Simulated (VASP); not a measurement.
# BN in VASP: settings compared

The runs below take BN through single point, with r2SCAN, HSE06.

Program: VASP 6.6.1. These are calculated values, not measurements. Logs are shortened: lines on timing, memory, paths and dates and some standing lists are left out, and cuts for length are marked.

## (1) The cell of the first run

Symmetry: Fm-3m, No. 225, cubic system. Conventional cell: a = 3.492 Å, b = 3.492 Å, c = 3.492 Å, α = 90.00°, β = 90.00°, γ = 90.00°. B (site symmetry m-3m) has 6 N at 1.75 Å within 2.3 Å. N (site symmetry m-3m) has 6 B at 1.75 Å within 2.3 Å.

## (2) Single point, r2SCAN

Input file POSCAR:

```
BN
1.0
    0.0000000000      1.7458259401      1.7458259401
    1.7458259401      0.0000000000      1.7458259401
    1.7458259401      1.7458259401      0.0000000000
B N
1 1
Direct
    0.0000000000      0.0000000000      0.0000000000
    0.5000000000      0.5000000000      0.5000000000
```

Input file INCAR.step1:

```
SYSTEM = BN
ALGO = Normal
EDIFF = 1E-4
ENCUT = 520
GGA = PE
ISMEAR = 0
LASPH = .True.
LCHARG = .False.
LREAL = .False.
LWAVE = .True.
NBANDS = 11
NELM = 60
PREC = Accurate
SIGMA = 0.01
```

Input file INCAR.step2:

```
SYSTEM = BN
ALGO = Normal
EDIFF = 1E-6
ENCUT = 520
ISIF = 2
ISMEAR = 0
ISTART = 1
LASPH = .True.
LCHARG = .False.
LMIXTAU = .True.
LREAL = .False.
LWAVE = .False.
METAGGA = R2SCAN
NBANDS = 11
NELM = 60
PREC = Accurate
SIGMA = 0.01
```

Input file KPOINTS:

```
k-points
0
Gamma
  12 12 12
  0 0 0
```

Potentials or basis: VASP PAW PBE potentials, release 64 (B, N).

Started as:

```console
$ cat potpaw_PBE.64/B/POTCAR potpaw_PBE.64/N/POTCAR > POTCAR
$ cp INCAR.step1 INCAR
$ mpirun -np 1 vasp_std > vasp.out
$ cp INCAR.step2 INCAR
$ mpirun -np 1 vasp_std > vasp.out
```

OUTCAR:

```text
SYSTEM = BN
   EDIFF = 1E-6
   ENCUT = 520
   ISIF = 2
   ISMEAR = 0
   ISTART = 1
   LASPH = .True.
   LREAL = .False.
   METAGGA = R2SCAN
   NELM = 60
   PREC = Accurate

 ion  position               nearest neighbor table
   1  0.000  0.000  0.000-   2 1.75   2 1.75   2 1.75   2 1.75   2 1.75   2 1.75
   2  0.500  0.500  0.500-   1 1.75   1 1.75   1 1.75   1 1.75   1 1.75   1 1.75

  LATTYP: Found a face centered cubic cell.
 ALAT       =     3.4916518802

  Lattice vectors:

 A1 = (   0.0000000000,   1.7458259401,   1.7458259401)
 A2 = (   1.7458259401,   0.0000000000,   1.7458259401)
 A3 = (   1.7458259401,   1.7458259401,   0.0000000000)

Analysis of symmetry for initial positions (statically):
=====================================================================
 Subroutine PRICEL returns:
 Original cell was already a primitive cell.

 Routine SETGRP: Setting up the symmetry group for a
 face centered cubic supercell.

 Subroutine GETGRP returns: Found 48 space group operations
 (whereof 48 operations were pure point group operations)
 out of a pool of 48 trial point group operations.

The static configuration has the point symmetry O_h .

Analysis of symmetry for dynamics (positions and initial velocities):
=====================================================================
 Subroutine PRICEL returns:
 Original cell was already a primitive cell.

 Routine SETGRP: Setting up the symmetry group for a
 face centered cubic supercell.

 Subroutine GETGRP returns: Found 48 space group operations
 (whereof 48 operations were pure point group operations)
 out of a pool of 48 trial point group operations.

The dynamic configuration has the point symmetry O_h .

 Subroutine INISYM returns: Found 48 space group operations
 (whereof 48 operations are pure point group operations),
 and found     1 'primitive' translations

----------------------------------------------------------------------------------------

                                     Primitive cell

  volume of cell :      10.6422

  direct lattice vectors                    reciprocal lattice vectors
     0.000000000  1.745825940  1.745825940    -0.286397394  0.286397394  0.286397394
     1.745825940  0.000000000  1.745825940     0.286397394 -0.286397394  0.286397394
     1.745825940  1.745825940  0.000000000     0.286397394  0.286397394 -0.286397394

  length of vectors
     2.468970722  2.468970722  2.468970722     0.496054838  0.496054838  0.496054838

  position of ions in fractional coordinates (direct lattice)
     0.000000000  0.000000000  0.000000000
     0.500000000  0.500000000  0.500000000

  ion indices of the primitive-cell ions
   primitive index   ion index
                 1           1
                 2           2

----------------------------------------------------------------------------------------

 KPOINTS: k-points

Automatic generation of k-mesh.
 Grid dimensions read from file:
 generate k-points for:   12   12   12

 Generating k-lattice:

  Cartesian coordinates                     Fractional coordinates (reciprocal lattice)
    -0.023866450  0.023866450  0.023866450     0.083333333  0.000000000  0.000000000
     0.023866450 -0.023866450  0.023866450     0.000000000  0.083333333  0.000000000
     0.023866450  0.023866450 -0.023866450     0.000000000  0.000000000  0.083333333

  Length of vectors
     0.041337903  0.041337903  0.041337903

  Shift w.r.t. Gamma in fractional coordinates (k-lattice)
     0.000000000  0.000000000  0.000000000

 Subroutine IBZKPT returns following result:
 ===========================================

 Found     72 irreducible k-points:

 Following reciprocal coordinates:
            Coordinates               Weight
  0.000000  0.000000  0.000000      1.000000
  0.083333  0.000000  0.000000      8.000000
  0.166667  0.000000  0.000000      8.000000
  0.250000  0.000000  0.000000      8.000000
  0.333333  0.000000  0.000000      8.000000
  0.416667  0.000000  0.000000      8.000000
[... 16 lines left out ...]
  0.500000  0.166667  0.000000     24.000000
 -0.416667  0.166667  0.000000     24.000000
 [... further k-points ...]
   k-points           NKPTS =     72   k-points in BZ     NKDIM =     72   number of bands    NBANDS=     11
   number of dos      NEDOS =    301   number of ions     NIONS =      2
   total plane-waves  NPLWV =   5832
   dimension x,y,z NGX =    18 NGY =   18 NGZ =   18
   dimension x,y,z NGXF=    36 NGYF=   36 NGZF=   36
   ions per type =               1   1
   NGX,Y,Z   is equivalent  to a cutoff of  12.12, 12.12, 12.12 a.u.
   NGXF,Y,Z  is equivalent  to a cutoff of  24.24, 24.24, 24.24 a.u.
 SYSTEM =  BN
   PREC   = accura    normal or accurate (medium, high low for compatibility)
   ISTART =      1    job   : 0-new  1-cont  2-samecut
   ICHARG =      0    charge: 1-file 2-atom 10-const
   ISPIN  =      1    spin polarized calculation?
   LNONCOLLINEAR =      F non collinear calculations
   LSORBIT =      F    spin-orbit coupling
   LASPH  =      T    aspherical Exc in radial PAW
   ENCUT  =  520.0 eV  38.22 Ry    6.18 a.u.   4.59  4.59  4.59*2*pi/ulx,y,z
   NELM   =     60;   NELMIN=  2; NELMDL=  0     # of ELM steps
   EDIFF  = 0.1E-05   stopping-criterion for ELM
   LREAL  =      F    real-space projection
   EDIFFG = 0.1E-04   stopping-criterion for IOM
   NSW    =      0    number of steps for IOM
   IBRION =     -1    ionic relax: 0-MD 1-quasi-New 2-CG
   NFREE  =      0    steps in history (QN), initial steepest desc. (CG)
   ISIF   =      2    stress and relaxation
   ISYM   =      2    0-nonsym 1-usesym 2-fastsym
   POTIM  = 0.5000    time-step for ionic-motion
   TEBEG  =    0.0;   TEEND  =   0.0 temperature during run
   PSTRESS=    0.0 pullay stress
   NELECT =       8.0000    total number of electrons
   NUPDOWN=      -1.0000    fix difference up-down
   EMIN   =  10.00;   EMAX   =-10.00  energy-range for DOS
   EFERMI =   0.00;   METHOD = LEGACY
   ISMEAR =     0;   SIGMA  =   0.01  broadening in eV -4-tet -1-fermi 0-gaus
   EFERMI_NEDOS =   21; number of points for ismear=-14 and -15
   IALGO  =     38    algorithm
   IMIX   =      4    mixing-type and parameters
     AMIX     =   0.40;   BMIX     =  1.00
     AMIX_MAG =   1.60;   BMIX_MAG =  1.00
  volume/ion in A,a.u.               =       5.32        35.91
  Fermi-wavevector in a.u.,A,eV,Ry     =   1.488540  2.812933 30.147133  2.215752
  Thomas-Fermi vector in A             =   2.601562
   LORBIT       =      0    0 simple, 1 ext, 2 COOP (PROOUT), +10 PAW based schemes
   METAGGA = R2SCAN    functional components
   LHFCALC =     F    Hartree Fock is set to
   AEXX    =    0.0000 exact exchange contribution
   IVDW    =     0    specifies the selected vdW correction
   LEPSILON=     F    determine dielectric tensor
   LRPA    =     F    only Hartree local field effects (RPA)
 non-spin polarized calculation
 Gauss-broadening in eV      SIGMA  =   0.01
  energy-cutoff  :      520.00
  volume of cell :       10.64
 maximum number of plane-waves:       302
   NGX =  9   NGY =  9   NGZ =  9

 number of electron       7.9999998 magnetization

 Free energy of the ion-electron system (eV)
  ---------------------------------------------------
  ext. energy  EPLUGINS =         0.00000000
  ---------------------------------------------------
  free energy    TOTEN  =       -15.42969610 eV

  energy without entropy =      -15.42969610  energy(sigma->0) =      -15.42969610

 E-fermi :  10.5935     XC(G=0): -14.7039

 val. band max:       10.3752463224   @ k =  -0.1667   0.1667   0.0000
 cond. band min:      11.7046873019   @ k =   0.5000   0.5000   0.0000
 fundamental gap:      1.3294409795
 Fermi energy:        10.5935293593

 k-point     1 :       0.0000    0.0000    0.0000
  band No.  band energies     occupation
      1     -13.3437      2.00000
      2       9.4508      2.00000
      3       9.4508      2.00000
      4       9.4508      2.00000
      5      20.1931      0.00000
      6      23.5285      0.00000
      7      23.5286      0.00000
      8      23.5286      0.00000
      9      29.7680      0.00000
     10      29.7680      0.00000
     11      29.7680      0.00000

 k-point     2 :       0.0833    0.0000    0.0000
  band No.  band energies     occupation
      1     -13.1395      2.00000
      2       8.5567      2.00000
      3       9.4320      2.00000
      4       9.4320      2.00000
      5      20.4621      0.00000
      6      22.7859      0.00000
      7      22.7860      0.00000
      8      23.3419      0.00000
      9      29.3177      0.00000
     10      30.2929      0.00000
     11      30.2929      0.00000

 k-point     3 :       0.1667    0.0000    0.0000
  band No.  band energies     occupation
      1     -12.5325      2.00000
      2       6.3493      2.00000
      3       9.3993      2.00000
      4       9.3993      2.00000
      5      20.4790      0.00000
      6      21.1045      0.00000
      7      21.1046      0.00000
      8      23.3902      0.00000
      9      29.1998      0.00000
     10      31.7723      0.00000
     11      31.7723      0.00000

 k-point     4 :       0.2500    0.0000    0.0000
  band No.  band energies     occupation
      1     -11.5433      2.00000
      2       3.5795      2.00000
      3       9.4037      2.00000
      4       9.4037      2.00000
      5      19.2466      0.00000
      6      19.2467      0.00000
      7      19.7605      0.00000
      8      24.0352      0.00000
      9      30.0272      0.00000
     10      34.0826      0.00000
     11      34.0826      0.00000
[... 239 lines left out ...]
 k-point    22 :       0.4167    0.1667    0.0000
  band No.  band energies     occupation
      1      -9.0345      2.00000
      2       0.4143      2.00000
      3       7.1805      2.00000
      4       7.2111      2.00000
      5      15.0308      0.00000
      6      20.6458      0.00000
      7      21.2254      0.00000
      8      25.6106      0.00000
      9      28.3229      0.00000
     10      40.1549      0.00000
     11      43.2000      0.00000

 k-point    23 :       0.5000    0.1667    0.0000
  band No.  band energies     occupation
      1      -7.6852      2.00000
      2      -1.6399      2.00000
      3       6.3531      2.00000
      4       7.6022      2.00000
      5      15.2701      0.00000
      6      19.2446      0.00000
      7      21.0927      0.00000
      8      25.9682      0.00000
      9      31.0643      0.00000
     10      38.6432      0.00000
     11      44.4700      0.00000

 k-point    24 :      -0.4167    0.1667    0.0000
  band No.  band energies     occupation
      1      -7.4149      2.00000
      2      -1.9961      2.00000
      3       5.6531      2.00000
      4       8.3204      2.00000
      5      15.8578      0.00000
      6      18.0853      0.00000
      7      21.2825      0.00000
      8      25.9177      0.00000
      9      33.6602      0.00000
     10      36.5643      0.00000
     11      40.8383      0.00000

 [... further k-points ...]
[... 5 lines left out ...]
  --------------------------------------------------------------------------------------
  -------------------------------------------------------------------------------------
  Total        0.0278632      0.0278632      0.0278632     -0.0000000      0.0000000      0.0000000
  in kB        4.1947822      4.1947822      4.1947822     -0.0000000      0.0000000      0.0000000
  external PRESSURE =       4.1947822 kB  Pullay stress =       0.0000000 kB

 VOLUME and BASIS-vectors are now :
 -----------------------------------------------------------------------------
  energy-cutoff  :      520.00
  volume of cell :       10.64
      direct lattice vectors                 reciprocal lattice vectors
     0.000000000  1.745825940  1.745825940    -0.286397394  0.286397394  0.286397394
     1.745825940  0.000000000  1.745825940     0.286397394 -0.286397394  0.286397394
     1.745825940  1.745825940  0.000000000     0.286397394  0.286397394 -0.286397394

 POSITION                                       TOTAL-FORCE (eV/Angst)
 -----------------------------------------------------------------------------------
      0.00000      0.00000      0.00000         0.000000     -0.000000     -0.000000
      1.74583      1.74583      1.74583        -0.000000      0.000000      0.000000
 -----------------------------------------------------------------------------------
    total drift:                               -0.000000     -0.000000     -0.000000

  FREE ENERGIE OF THE ION-ELECTRON SYSTEM (eV)
  ---------------------------------------------------
  free  energy   TOTEN  =       -15.4296961042 eV

  energy  without entropy=      -15.4296961042  energy(sigma->0) =      -15.42969610
```

It took 33 s on 1 thread of Intel Xeon Platinum 8259CL at 2.50GHz (Skylake/Cascade Lake), shared host; peak memory 0.12 GiB.

What came out:

| Item | Value |
| --- | --- |
| Free energy | -15.4297 eV |
| Pressure | 0.4 GPa |
| Band gap on the k mesh | 1.33 eV, indirect (least direct gap 6.51 eV) |

Levels at points of the mesh, in eV from the valence-band top:
```
           k point  band 1  band 2  band 3  band 4  band 5  band 6  band 7  band 8  band 9
(0.00, 0.00, 0.00)  -23.72   -0.92   -0.92   -0.92    9.82   13.15   13.15   13.15   19.39
(0.50, 0.00, 0.00)  -18.35  -13.17   -0.74   -0.74    5.77    5.77    7.93   14.69   24.33
(0.50, 0.50, 0.00)  -15.52  -12.34   -5.91   -5.91    1.33    9.59   15.87   15.87   17.63
```

Caveat: the PAW data sets were made with another functional, which shifts forces and pressure a little. A k mesh can miss the band edges.

## (3) Single point, r2SCAN (strain +0.5%)

Input file POSCAR:

```
BN
1.0
    0.0000000000      1.7545550698      1.7545550698
    1.7545550698      0.0000000000      1.7545550698
    1.7545550698      1.7545550698      0.0000000000
B N
1 1
Direct
    0.0000000000      0.0000000000      0.0000000000
    0.5000000000      0.5000000000      0.5000000000
```

Input file INCAR.step1:

```
PREC     = Accurate       # precision mode
ENCUT    = 520            # plane-wave cutoff, eV
ISMEAR   = 0              # smearing method
SIGMA    = 0.01           # smearing width, eV
LREAL    = False          # projectors in reciprocal space
LASPH    = True           # aspherical terms in the spheres
NELM     = 80             # most SCF steps
NBANDS   = 11             # bands
GGA      = PE             # functional
ALGO     = Normal         # electronic algorithm
EDIFF    = 1E-4           # SCF threshold, eV
LWAVE    = True           # write WAVECAR
LCHARG   = False          # write CHGCAR
```

Input file INCAR.step2:

```
PREC     = Accurate       # precision mode
ENCUT    = 520            # plane-wave cutoff, eV
EDIFF    = 1E-7           # SCF threshold, eV
ISMEAR   = 0              # smearing method
SIGMA    = 0.01           # smearing width, eV
LREAL    = False          # projectors in reciprocal space
LASPH    = True           # aspherical terms in the spheres
NELM     = 80             # most SCF steps
ALGO     = Normal         # electronic algorithm
ISIF     = 2              # what is computed and relaxed
LWAVE    = False          # write WAVECAR
LCHARG   = False          # write CHGCAR
METAGGA  = R2SCAN         # meta-GGA
LMIXTAU  = True         
NBANDS   = 11             # bands
ISTART   = 1
```

Input file KPOINTS:

```
regular mesh
0
Gamma
  12 12 12
```

Potentials or basis: VASP PAW PBE potentials, release 64 (B, N).

Started as:

```console
$ cat potpaw_PBE.64/B/POTCAR potpaw_PBE.64/N/POTCAR > POTCAR
$ cp INCAR.step1 INCAR
$ mpirun -np 1 vasp_std > vasp.out
$ cp INCAR.step2 INCAR
$ mpirun -np 1 vasp_std > vasp.out
```

OUTCAR:

```text
PREC = Accurate
   ENCUT = 520
   EDIFF = 1E-7
   ISMEAR = 0
   LREAL = False
   LASPH = True
   NELM = 80
   ISIF = 2
   METAGGA = R2SCAN
   ISTART = 1

 ion  position               nearest neighbor table
   1  0.000  0.000  0.000-   2 1.75   2 1.75   2 1.75   2 1.75   2 1.75   2 1.75
   2  0.500  0.500  0.500-   1 1.75   1 1.75   1 1.75   1 1.75   1 1.75   1 1.75

  LATTYP: Found a face centered cubic cell.
 ALAT       =     3.5091101396

  Lattice vectors:

 A1 = (   0.0000000000,   1.7545550698,   1.7545550698)
 A2 = (   1.7545550698,   0.0000000000,   1.7545550698)
[... 514 lines left out ...]
      8      25.4459      0.00000
      9      33.2753      0.00000
     10      36.1350      0.00000
     11      40.4189      0.00000

 [... further k-points ...]
[... 5 lines left out ...]
  --------------------------------------------------------------------------------------
  -------------------------------------------------------------------------------------
  Total       -0.3612797     -0.3612797     -0.3612797     -0.0000000      0.0000000     -0.0000000
  in kB      -53.5825194    -53.5825194    -53.5825194     -0.0000000      0.0000000     -0.0000000
  external PRESSURE =     -53.5825194 kB  Pullay stress =       0.0000000 kB

 VOLUME and BASIS-vectors are now :
 -----------------------------------------------------------------------------
  energy-cutoff  :      520.00
  volume of cell :       10.80
      direct lattice vectors                 reciprocal lattice vectors
     0.000000000  1.754555070  1.754555070    -0.284972532  0.284972532  0.284972532
     1.754555070  0.000000000  1.754555070     0.284972532 -0.284972532  0.284972532
     1.754555070  1.754555070  0.000000000     0.284972532  0.284972532 -0.284972532

 POSITION                                       TOTAL-FORCE (eV/Angst)
 -----------------------------------------------------------------------------------
      0.00000      0.00000      0.00000         0.000000     -0.000000      0.000000
      1.75456      1.75456      1.75456        -0.000000      0.000000      0.000000
 -----------------------------------------------------------------------------------
    total drift:                               -0.000000     -0.000000     -0.000000

  FREE ENERGIE OF THE ION-ELECTRON SYSTEM (eV)
  ---------------------------------------------------
  free  energy   TOTEN  =       -15.4276908175 eV

  energy  without entropy=      -15.4276908175  energy(sigma->0) =      -15.42769082
```

OUTCAR.step1:

```text
PREC = Accurate
   ENCUT = 520
   ISMEAR = 0
   LREAL = False
   LASPH = True
[... 557 lines left out ...]
      0.00000      0.00000      0.00000         0.000000     -0.000000      0.000000
      1.75456      1.75456      1.75456        -0.000000      0.000000     -0.000000
 -----------------------------------------------------------------------------------
    total drift:                               -0.000000     -0.000000     -0.000000

  FREE ENERGIE OF THE ION-ELECTRON SYSTEM (eV)
  ---------------------------------------------------
  free  energy   TOTEN  =       -13.9457218018 eV

  energy  without entropy=      -13.9457218018  energy(sigma->0) =      -13.94572180
```

OSZICAR.step1:

```text
N       E                     dE             d eps       ncg     rms          rms(c)
DAV:   1     0.119515395725E+02    0.11952E+02   -0.51724E+03  1592   0.744E+02
DAV:   2    -0.142626207407E+02   -0.26214E+02   -0.24747E+02  1903   0.157E+02
DAV:   3    -0.147644745939E+02   -0.50185E+00   -0.50072E+00  1890   0.184E+01
DAV:   4    -0.147649935697E+02   -0.51898E-03   -0.51896E-03  1737   0.623E-01
DAV:   5    -0.147649938069E+02   -0.23719E-06   -0.23717E-06  1742   0.144E-02    0.626E+00
DAV:   6    -0.139337176258E+02    0.83128E+00   -0.42732E+00  1731   0.106E+01    0.234E+00
DAV:   7    -0.139414535816E+02   -0.77360E-02   -0.75123E-02  1728   0.237E+00    0.156E+00
DAV:   8    -0.139459492417E+02   -0.44957E-02   -0.69758E-03  1668   0.629E-01    0.307E-01
DAV:   9    -0.139457140892E+02    0.23515E-03   -0.10753E-03  1740   0.173E-01    0.850E-02
DAV:  10    -0.139457218018E+02   -0.77126E-05   -0.40117E-05   906   0.481E-02
   1 F= -.13945722E+02 E0= -.13945722E+02  d E =-.144912E-26
```

Wall time 42 s (1 thread of Intel Xeon Platinum 8259CL at 2.50GHz (Skylake/Cascade Lake), shared host); peak memory 0.12 GiB.

What came out:

```
Free energy            : -15.4277 eV
Pressure               : -5.4 GPa
Band gap on the k mesh : 1.21 eV, indirect (least direct gap 6.46 eV)
```

Caveat: the cell differs from its parent crystal (strain +0.5%); the PAW data sets were made with another functional, which shifts forces and pressure a little.

[end of part 1 of 2]
